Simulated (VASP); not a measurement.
# HfPb4O (F-43m) in VASP: notebook, part 2 of 2

VASP 6.6.1. Earlier steps stand in the parts before.

## (3) Single point, PBE

This run uses another cell than the first one, of 27.65 Å³/atom.

Contents of INCAR:

```
SYSTEM = HfPb4O
PREC = Accurate
ENCUT = 520
EDIFF = 1E-7
ISMEAR = 0
SIGMA = 0.1
LREAL = .False.
LASPH = .True.
NELM = 100
ALGO = Normal
ISIF = 2
LWAVE = .False.
LCHARG = .False.
GGA = PE
NBANDS = 45
```

Contents of KPOINTS:

```
Automatic mesh
0
Gamma
  4 4 4
  0 0 0
```

Contents of POSCAR:

```
HfPb4O
1.0
    0.0000000000      4.3610258901      4.3610258901
    4.3610258901      0.0000000000      4.3610258901
    4.3610258901      4.3610258901      0.0000000000
Hf Pb O
1 4 1
Direct
    0.0000000000      0.0000000000      0.0000000000
    0.8749129908      0.3750290031      0.3750290031
    0.3750290031      0.3750290031      0.3750290031
    0.3750290031      0.8749129908      0.3750290031
    0.3750290031      0.3750290031      0.8749129908
    0.7500000000      0.7500000000      0.7500000000
```

Potentials or basis: VASP PAW PBE potentials, release 64 (Hf_pv, Pb_d, O).

On the command line:

```console
$ cat potpaw_PBE.64/Hf_pv/POTCAR potpaw_PBE.64/Pb_d/POTCAR potpaw_PBE.64/O/POTCAR > POTCAR
$ mpirun -np 1 vasp_std > vasp.out
```

It took 69 s on 1 thread of Intel Xeon 6975P-C (Granite Rapids), shared host; peak memory 0.34 GiB.

The run converged. Its results:

```yaml
Free_energy: -24.7221 eV
Pressure: 0.2 GPa
Largest_force: 0.011 eV/Å
Band_gap_on_the_k_mesh: zero (bands 36 and 37 overlap by 1.07 eV)
```

Forces in eV/Å, atoms in the order of the input:
```
Hf   0.000  0.000  0.000
Pb  -0.007  0.007  0.007
Pb  -0.007 -0.007 -0.007
Pb   0.007 -0.007  0.007
Pb   0.007  0.007 -0.007
O    0.000  0.000  0.000
```

Levels at points of the mesh, in eV from the Fermi level:
```tsv
k point	band 35	band 36	band 37	band 38	band 39	band 40
(0.00, 0.00, 0.00)	-0.77	-0.77	-0.77	-0.44	1.57	1.57
(0.50, 0.00, 0.00)	-0.45	0.30	0.30	0.58	0.58	0.83
(0.50, 0.50, 0.00)	-0.10	-0.10	-0.01	0.82	1.44	1.54
```

Caveat: spin-orbit coupling is left out, which moves the levels of the heavy elements.

## (4) Single point, PBE

This run uses another cell than the first one, of 27.83 Å³/atom.

Contents of INCAR:

```
ALGO = Normal
EDIFF = 1E-6
ENCUT = 520
GGA = PE
ISIF = 2
ISMEAR = 0
LASPH = T
LCHARG = F
LREAL = F
LWAVE = F
NBANDS = 45
NELM = 80
PREC = Accurate
SIGMA = 0.1
```

Contents of KPOINTS:

```
k-points
0
Gamma
  8 8 8
```

Contents of POSCAR:

```
HfPb4O
1.0
    0.0000000000      4.3706932822      4.3706932822
    4.3706932822      0.0000000000      4.3706932822
    4.3706932822      4.3706932822      0.0000000000
Hf Pb O
1 4 1
Direct
    0.0000000000      0.0000000000      0.0000000000
    0.6251527303      0.6251527303      0.1245418092
    0.6251527303      0.1245418092      0.6251527303
    0.1245418092      0.6251527303      0.6251527303
    0.6251527303      0.6251527303      0.6251527303
    0.2500000000      0.2500000000      0.2500000000
```

On the command line:

```console
$ cat potpaw_PBE.64/Hf_pv/POTCAR potpaw_PBE.64/Pb_d/POTCAR potpaw_PBE.64/O/POTCAR > POTCAR
$ mpirun -np 1 vasp_std > vasp.out
```

Run time: 3 min. Hardware: 1 thread of Intel Xeon 6975P-C (Granite Rapids), shared host; peak memory 0.43 GiB.

The run converged. Its results:

```
Free energy            : -24.8344 eV
Pressure               : -0.1 GPa
Band gap on the k mesh : zero (bands 36 and 37 overlap by 1.09 eV)
```

Forces on the atoms (eV/Å):
```
Hf   0.000  0.000  0.000
Pb  -0.002 -0.002  0.002
Pb  -0.002  0.002 -0.002
Pb   0.002 -0.002 -0.002
Pb   0.002  0.002  0.002
O    0.000  0.000  0.000
```

Levels at points of the mesh, in eV from the Fermi level:
```
           k point  band 33  band 34  band 35  band 36  band 37  band 38  band 39  band 40
(0.00, 0.00, 0.00)    -1.72    -1.72    -0.73    -0.73    -0.73    -0.40     1.57     1.57
(0.50, 0.00, 0.00)    -0.97    -0.95    -0.40     0.35     0.35     0.62     0.62     0.84
(0.50, 0.50, 0.00)    -0.64    -0.53    -0.05    -0.05     0.06     0.86     1.47     1.60
```

Caveat: spin-orbit coupling is left out, which moves the levels of the heavy elements.

## (5) Relaxation of cell and atoms, PBE

Contents of INCAR:

```
PREC = Accurate
ENCUT = 600
EDIFF = 1E-6
ISMEAR = 0
SIGMA = 0.1
LREAL = False
LASPH = True
NELM = 100
ALGO = Normal
ISIF = 3
LWAVE = False
LCHARG = False
GGA = PE
IBRION = 2
NSW = 90
EDIFFG = -0.04
```

Contents of KPOINTS:

```
regular mesh
0
Gamma
  4 4 4
```

Contents of POSCAR:

```
HfPb4O
1.0
    0.0000000000      4.1098722200      4.1098722200
    4.1098722200      0.0000000000      4.1098722200
    4.1098722200      4.1098722200      0.0000000000
Hf Pb O
1 4 1
Direct
    0.0000000000      0.0000000000      0.0000000000
    0.8715317200      0.3761560900      0.3761560900
    0.3761560900      0.3761560900      0.3761560900
    0.3761560900      0.8715317200      0.3761560900
    0.3761560900      0.3761560900      0.8715317200
    0.7500000000      0.7500000000      0.7500000000
```

On the command line:

```console
$ cat potpaw_PBE.64/Hf_pv/POTCAR potpaw_PBE.64/Pb_d/POTCAR potpaw_PBE.64/O/POTCAR > POTCAR
$ mpirun -np 1 vasp_std > vasp.out
```

It took 3 min on 1 thread of Intel Xeon 6975P-C (Granite Rapids), shared host; peak memory 0.37 GiB.

Results (log left out):

```
Free energy                           : -24.7120 eV
Relaxed volume                        : 27.72 Å³/atom
Relaxed cell                          : a = 6.173 Å, b = 6.173 Å, c = 6.173 Å, α = 60.00°, β = 60.00°, γ = 60.00°
Space group after relaxing (to 0.1 Å) : F-43m (No. 216)
Energy gained by relaxing             : 165.0 meV/atom
Ionic steps                           : 3
Pressure after relaxing               : 0.1 GPa
Largest force after relaxing          : 0.011 eV/Å
Band gap on the k mesh                : zero (bands 36 and 37 overlap by 1.07 eV)
```

Forces in eV/Å, atoms in the order of the input:
```
Hf   0.000  0.000  0.000
Pb  -0.006  0.006  0.006
Pb  -0.006 -0.006 -0.006
Pb   0.006 -0.006  0.006
Pb   0.006  0.006 -0.006
O    0.000  0.000  0.000
```

The path:
```csv
step,energy change (eV),largest force (eV/Å),pressure (GPa),volume (Å³)
1,0.0000,0.4882,13.50,138.84
2,-0.8169,0.0122,-3.41,181.83
3,-0.9900,0.0110,0.08,166.33
```

Final structure:
```
Hf Pb O
1.0
     0.00000    4.36493    4.36493
     4.36493    0.00000    4.36493
     4.36493    4.36493    0.00000
Hf Pb O
1 4 1
Direct
  0.00000 0.00000 0.00000
  0.87495 0.37502 0.37502
  0.37502 0.37502 0.37502
  0.37502 0.87495 0.37502
  0.37502 0.37502 0.87495
  0.75000 0.75000 0.75000
```

Levels at points of the mesh, in eV from the Fermi level:
| k point | band 34 | band 35 | band 36 | band 37 | band 38 | band 39 | band 40 | band 41 |
| --- | --- | --- | --- | --- | --- | --- | --- | --- |
| (0.00, 0.00, 0.00) | -1.80 | -0.77 | -0.77 | -0.77 | -0.44 | 1.57 | 1.57 | 1.57 |
| (0.50, 0.00, 0.00) | -1.01 | -0.45 | 0.30 | 0.30 | 0.58 | 0.58 | 0.83 | 1.87 |
| (0.50, 0.50, 0.00) | -0.59 | -0.10 | -0.10 | -0.01 | 0.81 | 1.44 | 1.53 | 1.53 |

Caveat: the volume moved by over 15 % at a fixed basis, so the end points are rough; spin-orbit coupling is left out, which moves the levels of the heavy elements.

## (6) Relaxation of cell and atoms, PBE

This run uses another cell than the first one, of 27.65 Å³/atom.

Changes to INCAR since step 5:

```diff
@@ -7,3 +7,3 @@
 LASPH = True
-NELM = 100
+NELM = 60
 ALGO = Normal
@@ -14,3 +14,3 @@
 IBRION = 2
-NSW = 90
-EDIFFG = -0.04
+NSW = 100
+EDIFFG = -0.01
```

Contents of KPOINTS:

```
regular mesh
0
Gamma
  8 8 8
```

Contents of POSCAR:

```
HfPb4O
1.0
    0.0000000000      4.3610258901      4.3610258901
    4.3610258901      0.0000000000      4.3610258901
    4.3610258901      4.3610258901      0.0000000000
Hf Pb O
1 4 1
Direct
    0.0000000000      0.0000000000      0.0000000000
    0.6249709969      0.6249709969      0.1250870092
    0.6249709969      0.1250870092      0.6249709969
    0.1250870092      0.6249709969      0.6249709969
    0.6249709969      0.6249709969      0.6249709969
    0.2500000000      0.2500000000      0.2500000000
```

Potentials or basis: VASP PAW PBE potentials, release 64 (Hf_pv, Pb_d, O).

On the command line:

```console
$ cat potpaw_PBE.64/Hf_pv/POTCAR potpaw_PBE.64/Pb_d/POTCAR potpaw_PBE.64/O/POTCAR > POTCAR
$ mpirun -np 1 vasp_std > vasp.out
```

Wall time 7.7 min (1 thread of Intel Xeon 6975P-C (Granite Rapids), shared host); peak memory 0.51 GiB.

Results (log left out):

```
Free energy                           : -24.8348 eV
Relaxed volume                        : 27.81 Å³/atom
Relaxed cell                          : a = 6.180 Å, b = 6.180 Å, c = 6.180 Å, α = 60.00°, β = 60.00°, γ = 60.00°
Space group after relaxing (to 0.1 Å) : F-43m (No. 216)
Energy gained by relaxing             : 0.2 meV/atom
Ionic steps                           : 2
Pressure after relaxing               : 0.0 GPa
Largest force after relaxing          : 0.008 eV/Å
Band gap on the k mesh                : zero (bands 36 and 37 overlap by 1.09 eV)
```

Forces in eV/Å, atoms in the order of the input:
```
Hf   0.000  0.000  0.000
Pb   0.005  0.005 -0.005
Pb   0.005 -0.005  0.005
Pb  -0.005  0.005  0.005
Pb  -0.005 -0.005 -0.005
O    0.000  0.000  0.000
```

The path:
```tsv
step	energy change (eV)	largest force (eV/Å)	pressure (GPa)	volume (Å³)
1	0.0000	0.0648	0.24	165.88
2	-0.0009	0.0083	-0.04	166.87
```

Final structure:
```
CELL_PARAMETERS angstrom
0.00000 4.36964 4.36964
4.36964 0.00000 4.36964
4.36964 4.36964 0.00000
ATOMIC_POSITIONS crystal
Hf 0.00000 0.00000 0.00000
Pb 0.62518 0.62518 0.12447
Pb 0.62518 0.12447 0.62518
Pb 0.12447 0.62518 0.62518
Pb 0.62518 0.62518 0.62518
O 0.25000 0.25000 0.25000
```

Levels at points of the mesh, in eV from the Fermi level:
```tsv
k point	band 34	band 35	band 36	band 37	band 38	band 39
(0.00, 0.00, 0.00)	-1.72	-0.73	-0.73	-0.73	-0.40	1.58
(0.50, 0.00, 0.00)	-0.95	-0.40	0.35	0.35	0.62	0.62
(0.50, 0.50, 0.00)	-0.53	-0.05	-0.05	0.06	0.86	1.47
```

Caveat: spin-orbit coupling is left out, which moves the levels of the heavy elements.

## (7) Summary

| task | cell | k mesh | cutoff (eV) | gap on the mesh (eV) | pressure (GPa) | relaxed volume (Å³/atom) | largest force (eV/Å) |
| --- | --- | --- | --- | --- | --- | --- | --- |
| single point | a = 5.812 Å, angles 60.0°, 6 atoms, atomic positions A | 4 × 4 × 4 | 520 | none | 13.5 | - | 0.49 |
| single point | a = 6.167 Å, angles 60.0°, 6 atoms, atomic positions B | 4 × 4 × 4 | 520 | none | 0.2 | - | 0.01 |
| single point | a = 6.181 Å, angles 60.0°, 6 atoms, atomic positions B | 8 × 8 × 8 | 520 | none | -0.1 | - | - |
| relaxation of cell and atoms | relaxed from a = 5.812 Å, angles 60.0°, 6 atoms, atomic positions A | 4 × 4 × 4 | 600 | none | 0.1 | 27.72 | 0.01 |
| relaxation of cell and atoms | relaxed from a = 6.167 Å, angles 60.0°, 6 atoms, atomic positions B | 8 × 8 × 8 | 600 | none | 0.0 | 27.81 | 0.01 |

Alike in all rows: level PBE; potentials or basis VASP PAW PBE potentials, release 64 (Hf_pv, Pb_d, O); no spin polarisation; smearing gaussian 0.1 eV.

Caveats: spin-orbit coupling is left out, which moves the levels of the heavy elements; the cell stands under pressure (at least some runs); the volume moved by over 15 % at a fixed basis, so the end points are rough (at least some runs).

Total energies depend on the potentials used, so only differences within one code and one set of settings carry meaning.
